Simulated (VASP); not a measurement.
# SiBr5 (F-43m) in VASP: notebook

SiBr5 is run at these levels: PBE; tasks: relaxation of cell and atoms.

Program: VASP 6.6.1. These are calculated values, not measurements. Logs are shortened: lines on timing, memory, paths and dates and some standing lists are left out, and cuts for length are marked.

**1. The cell of the first run**

It takes space group F-43m (No. 216, cubic). Conventional cell: a = 9.204 Å, b = 9.204 Å, c = 9.204 Å, α = 90.00°, β = 90.00°, γ = 90.00°. Si (site symmetry -43m) has 4 Br at 2.26 Å within 3.0 Å. Br (site symmetry -43m) has 12 Br at 3.78 Å and 6 Si at 4.60 Å within 5.0 Å. Br (site symmetry 3m) has 1 Si at 2.26 Å and 3 Br at 2.83 Å within 3.0 Å.

The cell was generated, and may not be a known phase.

**2. Relaxation of cell and atoms, PBE**

The input, INCAR:

```
SYSTEM = SiBr5
ALGO     = Normal         ! electronic algorithm
EDIFF    = 1E-6           ! SCF threshold, eV
EDIFFG   = -0.04          ! ionic threshold
ENCUT    = 600            ! plane-wave cutoff, eV
GGA      = PE             ! functional
IBRION   = 2              ! ionic algorithm
ISIF     = 3              ! what is computed and relaxed
ISMEAR   = 0              ! smearing method
LASPH    = .True.         ! aspherical terms in the spheres
LCHARG   = .False.        ! write CHGCAR
LREAL    = .False.        ! projectors in reciprocal space
LWAVE    = .False.        ! write WAVECAR
NELM     = 100            ! most SCF steps
NSW      = 90             ! ionic steps
PREC     = Accurate       ! precision mode
SIGMA    = 0.1            ! smearing width, eV
```

The input, KPOINTS:

```
k-points
0
Gamma
  4 4 4
  0 0 0
```

The input, POSCAR:

```
SiBr5
1.0
    0.0000000000      4.6019111200      4.6019111200
    4.6019111200      0.0000000000      4.6019111200
    4.6019111200      4.6019111200      0.0000000000
Si Br
1 5
Direct
    0.7500000000      0.7500000000      0.7500000000
    0.2500000000      0.2500000000      0.2500000000
    0.8914676800      0.8914676800      0.8914676800
    0.8914676800      0.8914676800      0.3255969600
    0.8914676800      0.3255969600      0.8914676800
    0.3255969600      0.8914676800      0.8914676800
```

Potentials or basis: VASP PAW PBE potentials, release 64 (Si, Br).

Launch:

```
$ cat potpaw_PBE.64/Si/POTCAR potpaw_PBE.64/Br/POTCAR > POTCAR
$ mpirun -np 1 vasp_std > vasp.out
```

OUTCAR:

```text
SYSTEM = SiBr5
   EDIFF = 1E-6
   EDIFFG = -0.04
   ENCUT = 600
   GGA = PE
   IBRION = 2
   ISIF = 3
   ISMEAR = 0
   LASPH = .True.
   LREAL = .False.
   NELM = 100
   NSW = 90
   PREC = Accurate

 ion  position               nearest neighbor table
   1  0.750  0.750  0.750-   3 2.26   4 2.26   5 2.26   6 2.26
   2  0.250  0.250  0.250-
   3  0.891  0.891  0.891-   1 2.26
   4  0.891  0.891  0.326-   1 2.26
   5  0.891  0.326  0.891-   1 2.26
   6  0.326  0.891  0.891-   1 2.26

  LATTYP: Found a face centered cubic cell.
 ALAT       =     9.2038222400

  Lattice vectors:

 A1 = (   0.0000000000,   4.6019111200,   4.6019111200)
 A2 = (   4.6019111200,   0.0000000000,   4.6019111200)
 A3 = (   4.6019111200,   4.6019111200,   0.0000000000)

Analysis of symmetry for initial positions (statically):
=====================================================================
 Subroutine PRICEL returns:
 Original cell was already a primitive cell.

 Routine SETGRP: Setting up the symmetry group for a
 face centered cubic supercell.

 Subroutine GETGRP returns: Found 24 space group operations
 (whereof 24 operations were pure point group operations)
 out of a pool of 48 trial point group operations.

The static configuration has the point symmetry T_d .

Analysis of symmetry for dynamics (positions and initial velocities):
=====================================================================
 Subroutine PRICEL returns:
 Original cell was already a primitive cell.

 Routine SETGRP: Setting up the symmetry group for a
 face centered cubic supercell.

 Subroutine GETGRP returns: Found 24 space group operations
 (whereof 24 operations were pure point group operations)
 out of a pool of 48 trial point group operations.

The dynamic configuration has the point symmetry T_d .

 Subroutine INISYM returns: Found 24 space group operations
 (whereof 24 operations are pure point group operations),
 and found     1 'primitive' translations

----------------------------------------------------------------------------------------

                                     Primitive cell

  volume of cell :     194.9147

  direct lattice vectors                    reciprocal lattice vectors
     0.000000000  4.601911120  4.601911120    -0.108650512  0.108650512  0.108650512
     4.601911120  0.000000000  4.601911120     0.108650512 -0.108650512  0.108650512
     4.601911120  4.601911120  0.000000000     0.108650512  0.108650512 -0.108650512

  length of vectors
     6.508085119  6.508085119  6.508085119     0.188188207  0.188188207  0.188188207

  position of ions in fractional coordinates (direct lattice)
     0.750000000  0.750000000  0.750000000
     0.250000000  0.250000000  0.250000000
     0.891467680  0.891467680  0.891467680
     0.891467680  0.891467680  0.325596960
     0.891467680  0.325596960  0.891467680
     0.325596960  0.891467680  0.891467680

  ion indices of the primitive-cell ions
   primitive index   ion index
                 1           1
                 2           2
                 3           3
                 4           4
                 5           5
                 6           6

----------------------------------------------------------------------------------------

 KPOINTS: k-points

Automatic generation of k-mesh.
 Grid dimensions read from file:
 generate k-points for:    4    4    4

 Generating k-lattice:

  Cartesian coordinates                     Fractional coordinates (reciprocal lattice)
    -0.027162628  0.027162628  0.027162628     0.250000000  0.000000000  0.000000000
     0.027162628 -0.027162628  0.027162628     0.000000000  0.250000000  0.000000000
     0.027162628  0.027162628 -0.027162628     0.000000000  0.000000000  0.250000000

  Length of vectors
     0.047047052  0.047047052  0.047047052

  Shift w.r.t. Gamma in fractional coordinates (k-lattice)
     0.000000000  0.000000000  0.000000000

 Subroutine IBZKPT returns following result:
 ===========================================

 Found      8 irreducible k-points:

 Following reciprocal coordinates:
            Coordinates               Weight
  0.000000  0.000000  0.000000      1.000000
  0.250000  0.000000  0.000000      8.000000
  0.500000  0.000000  0.000000      4.000000
  0.250000  0.250000  0.000000      6.000000
  0.500000  0.250000  0.000000     24.000000
 -0.250000  0.250000  0.000000     12.000000
  0.500000  0.500000  0.000000      3.000000
 -0.250000  0.500000  0.250000      6.000000
   k-points           NKPTS =      8   k-points in BZ     NKDIM =      8   number of bands    NBANDS=     23
   number of dos      NEDOS =    301   number of ions     NIONS =      6
   total plane-waves  NPLWV = 157464
   dimension x,y,z NGX =    54 NGY =   54 NGZ =   54
   dimension x,y,z NGXF=   108 NGYF=  108 NGZF=  108
   ions per type =               1   5
   NGX,Y,Z   is equivalent  to a cutoff of  13.79, 13.79, 13.79 a.u.
   NGXF,Y,Z  is equivalent  to a cutoff of  27.59, 27.59, 27.59 a.u.
 SYSTEM =  SiBr5
   PREC   = accura    normal or accurate (medium, high low for compatibility)
   ISTART =      0    job   : 0-new  1-cont  2-samecut
   ICHARG =      2    charge: 1-file 2-atom 10-const
   ISPIN  =      1    spin polarized calculation?
   LNONCOLLINEAR =      F non collinear calculations
   LSORBIT =      F    spin-orbit coupling
   LASPH  =      T    aspherical Exc in radial PAW
   ENCUT  =  600.0 eV  44.10 Ry    6.64 a.u.  13.00 13.00 13.00*2*pi/ulx,y,z
   NELM   =    100;   NELMIN=  2; NELMDL= -5     # of ELM steps
   EDIFF  = 0.1E-05   stopping-criterion for ELM
   LREAL  =      F    real-space projection
   EDIFFG = -.4E-01   stopping-criterion for IOM
   NSW    =     90    number of steps for IOM
   IBRION =      2    ionic relax: 0-MD 1-quasi-New 2-CG
   NFREE  =      1    steps in history (QN), initial steepest desc. (CG)
   ISIF   =      3    stress and relaxation
   ISYM   =      2    0-nonsym 1-usesym 2-fastsym
   POTIM  = 0.5000    time-step for ionic-motion
   TEBEG  =    0.0;   TEEND  =   0.0 temperature during run
   PSTRESS=    0.0 pullay stress
   NELECT =      39.0000    total number of electrons
   NUPDOWN=      -1.0000    fix difference up-down
   EMIN   =  10.00;   EMAX   =-10.00  energy-range for DOS
   EFERMI =   0.00;   METHOD = LEGACY
   ISMEAR =     0;   SIGMA  =   0.10  broadening in eV -4-tet -1-fermi 0-gaus
   EFERMI_NEDOS =   21; number of points for ismear=-14 and -15
   IALGO  =     38    algorithm
   IMIX   =      4    mixing-type and parameters
     AMIX     =   0.40;   BMIX     =  1.00
     AMIX_MAG =   1.60;   BMIX_MAG =  1.00
  volume/ion in A,a.u.               =      32.49       219.22
  Fermi-wavevector in a.u.,A,eV,Ry     =   0.957521  1.809452 12.474444  0.916846
  Thomas-Fermi vector in A             =   2.086546
   LORBIT       =      0    0 simple, 1 ext, 2 COOP (PROOUT), +10 PAW based schemes
   GGA     = PE    functional components
   LHFCALC =     F    Hartree Fock is set to
   AEXX    =    0.0000 exact exchange contribution
   IVDW    =     0    specifies the selected vdW correction
   LEPSILON=     F    determine dielectric tensor
   LRPA    =     F    only Hartree local field effects (RPA)
 conjugate gradient relaxation of ions
 non-spin polarized calculation
 Gauss-broadening in eV      SIGMA  =   0.10
  energy-cutoff  :      600.00
  volume of cell :      194.91
 maximum number of plane-waves:      6588
 NGX is ok and might be reduce to    54
   NGX = 25   NGY = 25   NGZ = 25

--------------------------------------- Ionic step        1  -------------------------------------------

 number of electron      39.0000001 magnetization

 Free energy of the ion-electron system (eV)
  ---------------------------------------------------
  ext. energy  EPLUGINS =         0.00000000
  ---------------------------------------------------
  free energy    TOTEN  =       -13.64653763 eV

  energy without entropy =      -13.56664992  energy(sigma->0) =      -13.60659378

 E-fermi :   0.0166     XC(G=0):  -7.6284

 val. band max:       -0.0026913621   @ k =   0.5000   0.0000   0.0000
 cond. band min:       0.0429293202   @ k =  -0.2500   0.2500   0.0000
 fundamental gap:      0.0456206823
 Fermi energy:         0.0165749562

 k-point     1 :       0.0000    0.0000    0.0000
  band No.  band energies     occupation
      1     -16.1153      2.00000
      2     -14.1657      2.00000
      3     -14.1657      2.00000
      4     -14.1657      2.00000
      5     -12.4717      2.00000
      6      -9.0957      2.00000
[... 310 lines left out ...]
  FREE ENERGIE OF THE ION-ELECTRON SYSTEM (eV)
  ---------------------------------------------------
  free  energy   TOTEN  =       -16.0585601905 eV

  energy  without entropy=      -15.9642533023  energy(sigma->0) =      -16.01140675

[... ionic steps 4 to 8 ...]

--------------------------------------- Ionic step        9  -------------------------------------------

 number of electron      39.0000003 magnetization

------------------------ aborting loop because EDIFF is reached ----------------------------------------

  FORCE on cell =-STRESS in cart. coord.  units (eV):
  Direction    XX          YY          ZZ          XY          YZ          ZX
  --------------------------------------------------------------------------------------
  -------------------------------------------------------------------------------------
  Total        0.1659803      0.1659803      0.1659803      0.0000000     -0.0000000      0.0000000
  in kB        0.8967374      0.8967374      0.8967374      0.0000000     -0.0000000      0.0000000
  external PRESSURE =       0.8967374 kB  Pullay stress =       0.0000000 kB
[... 65 lines left out ...]
  energy  without entropy=      -16.2140201509  energy(sigma->0) =      -16.26387724

--------------------------------------- Ionic step       11  -------------------------------------------

 number of electron      39.0000006 magnetization

 Free energy of the ion-electron system (eV)
  ---------------------------------------------------
  ext. energy  EPLUGINS =         0.00000000
  ---------------------------------------------------
  free energy    TOTEN  =       -16.32475798 eV

  energy without entropy =      -16.22382159  energy(sigma->0) =      -16.27428978

 E-fermi :  -3.2585     XC(G=0):  -5.7800

 val. band max:       -3.3040166722   @ k =  -0.2500   0.5000   0.2500
 cond. band min:       0.0223548183   @ k =   0.0000   0.0000   0.0000
 fundamental gap:      3.3263714906
 Fermi energy:        -3.2585408751

 k-point     1 :       0.0000    0.0000    0.0000
  band No.  band energies     occupation
      1     -17.6635      2.00000
      2     -16.7015      2.00000
      3     -16.7015      2.00000
      4     -16.7015      2.00000
      5     -15.6071      2.00000
      6      -9.9362      2.00000
[... 230 lines left out ...]
  FREE ENERGIE OF THE ION-ELECTRON SYSTEM (eV)
  ---------------------------------------------------
  free  energy   TOTEN  =       -16.3247579794 eV

  energy  without entropy=      -16.2238215881  energy(sigma->0) =      -16.27428978

 reached required accuracy - stopping structural energy minimisation
```

Run time: 15 min. Hardware: 1 thread of Oxide Virtual Turin-like, shared host; peak memory 0.39 GiB.

Results:

```yaml
Free_energy: -16.3248 eV
Relaxed_volume: 52.69 Å³/atom
Relaxed_cell: a = 7.647 Å, b = 7.647 Å, c = 7.647 Å, α = 60.00°, β = 60.00°, γ = 60.00°
Space_group_after_relaxing_to_0.1_Å: F-43m (No. 216)
Energy_gained_by_relaxing: 446.4 meV/atom
Ionic_steps: 11
Pressure_after_relaxing: 0.1 GPa
Largest_force_after_relaxing: 0.013 eV/Å
Band_gap_on_the_k_mesh: zero (an odd number of electrons rules out a gap without spin polarisation)
```

Forces on the atoms (eV/Å):
```
Si   0.000  0.000  0.000
Br   0.000  0.000  0.000
Br  -0.008 -0.008 -0.008
Br   0.008  0.008 -0.008
Br   0.008 -0.008  0.008
Br  -0.008  0.008  0.008
```

The path:
```csv
step,energy change (eV),largest force (eV/Å),pressure (GPa),volume (Å³)
1,0.0000,3.6097,6.51,194.91
2,-2.1948,0.6961,1.64,234.59
3,-2.4120,0.2193,1.36,247.70
4,-2.5653,0.6060,1.54,275.39
5,-2.5647,0.7422,1.63,280.51
6,-2.5788,0.8154,-1.07,309.05
7,-2.6538,0.1394,0.07,294.72
8,-2.6538,0.1226,0.09,294.43
9,-2.6577,0.1124,0.09,296.55
10,-2.6672,0.0788,0.07,302.99
11,-2.6782,0.0134,0.05,316.15
```

Final structure:
```
Si Br
1.0
     0.00000    5.40695    5.40695
     5.40695    0.00000    5.40695
     5.40695    5.40695    0.00000
Si Br
1 5
Direct
  0.75000 0.75000 0.75000
  0.25000 0.25000 0.25000
  0.86797 0.86797 0.86797
  0.86797 0.86797 0.39608
  0.86797 0.39608 0.86797
  0.39608 0.86797 0.86797
```

Caveat: the volume moved by over 15 % at a fixed basis, so the end points are rough; an odd number of electrons without spin polarisation forces a metal; a magnetic or distorted state may lie lower.

**3. Relaxation of cell and atoms, PBE**

This run uses another cell than the first one, of 49.75 Å³/atom.

The input, INCAR:

```
PREC = Accurate ; ENCUT = 600
EDIFF = 1E-6 ; ISMEAR = 0
SIGMA = 0.1 ; LREAL = F
LASPH = T ; NELM = 100
ALGO = Fast ; ISIF = 3
LWAVE = F ; LCHARG = F
GGA = PE ; IBRION = 2
NSW = 100 ; EDIFFG = -0.01
```

The input, KPOINTS:

```
Automatic mesh
0
Gamma
  6 6 6
```

The input, POSCAR:

```
SiBr5
1.0
    0.0000000000      5.3044801113      5.3044801113
    5.3044801113      0.0000000000      5.3044801113
    5.3044801113      5.3044801113      0.0000000000
Si Br
1 5
Direct
    0.2500000000      0.2500000000      0.2500000000
    0.7500000000      0.7500000000      0.7500000000
    0.1301061425      0.6096815725      0.1301061425
    0.1301061425      0.1301061425      0.1301061425
    0.6096815725      0.1301061425      0.1301061425
    0.1301061425      0.1301061425      0.6096815725
```

Potentials or basis: VASP PAW PBE potentials, release 64 (Si, Br).

Launch:

```
$ cat potpaw_PBE.64/Si/POTCAR potpaw_PBE.64/Br/POTCAR > POTCAR
$ mpirun -np 1 vasp_std > vasp.out
```

It took 57 min on 1 thread of Oxide Virtual Turin-like, shared host; peak memory 0.56 GiB.

The run converged. Its results:

```yaml
Free_energy: -16.3368 eV
Relaxed_volume: 56.52 Å³/atom
Relaxed_cell: a = 7.828 Å, b = 7.828 Å, c = 7.828 Å, α = 60.00°, β = 60.00°, γ = 60.00°
Space_group_after_relaxing_to_0.1_Å: F-43m (No. 216)
Energy_gained_by_relaxing: 4.0 meV/atom
Ionic_steps: 16
Pressure_after_relaxing: 0.0 GPa
Largest_force_after_relaxing: 0.010 eV/Å
Band_gap_on_the_k_mesh: zero (an odd number of electrons rules out a gap without spin polarisation)
```

Forces on the atoms (eV/Å):
```
Si   0.000  0.000  0.000
Br   0.000  0.000  0.000
Br  -0.006  0.006 -0.006
Br   0.006  0.006  0.006
Br   0.006 -0.006 -0.006
Br  -0.006 -0.006  0.006
```

The path:
| step | energy change (eV) | largest force (eV/Å) | pressure (GPa) | volume (Å³) |
| --- | --- | --- | --- | --- |
| 1 | 0.0000 | 0.0561 | 0.33 | 298.51 |
| 2 | -0.0035 | 0.1553 | -0.02 | 302.95 |
| 3 | -0.0038 | 0.1133 | 0.04 | 302.04 |
| 4 | -0.0062 | 0.1038 | 0.04 | 303.79 |
| 5 | -0.0124 | 0.0779 | 0.03 | 309.09 |
| 6 | -0.0202 | 0.0245 | 0.04 | 319.87 |
| 7 | -0.0226 | 0.0874 | 0.11 | 342.19 |
| 8 | -0.0206 | 0.1081 | -0.18 | 350.57 |
| 9 | -0.0231 | 0.0236 | 0.01 | 344.83 |
| 10 | -0.0231 | 0.0259 | 0.01 | 344.77 |
| 11 | -0.0230 | 0.0566 | 0.06 | 343.48 |
| 12 | -0.0231 | 0.0270 | 0.01 | 344.71 |
| 13 | -0.0233 | 0.0146 | 0.00 | 343.86 |
| 14 | -0.0235 | 0.0227 | -0.05 | 341.30 |
| 15 | -0.0236 | 0.0186 | -0.04 | 340.76 |
| 16 | -0.0237 | 0.0096 | -0.02 | 339.14 |

Final structure:
```
CELL_PARAMETERS angstrom
0.00000 5.53498 5.53498
5.53498 0.00000 5.53498
5.53498 5.53498 0.00000
ATOMIC_POSITIONS crystal
Si 0.25000 0.25000 0.25000
Br 0.75000 0.75000 0.75000
Br 0.13469 0.59594 0.13469
Br 0.13469 0.13469 0.13469
Br 0.59594 0.13469 0.13469
Br 0.13469 0.13469 0.59594
```

Levels at points of the mesh, in eV from the Fermi level:
| k point | band 18 | band 19 | band 20 | band 21 | band 22 | band 23 |
| --- | --- | --- | --- | --- | --- | --- |
| (0.00, 0.00, 0.00) | -0.09 | -0.09 | -0.09 | 3.43 | 5.68 | 5.68 |
| (0.50, 0.00, 0.00) | -0.13 | -0.06 | -0.06 | 4.12 | 5.89 | 6.10 |
| (0.50, 0.50, 0.00) | -0.08 | -0.05 | -0.05 | 4.56 | 5.50 | 6.39 |

Caveat: an odd number of electrons without spin polarisation forces a metal; a magnetic or distorted state may lie lower.

(Part 1 of 2 ends here.)

The gap in the log of VASP goes by the Fermi energy; the results here count the filled bands.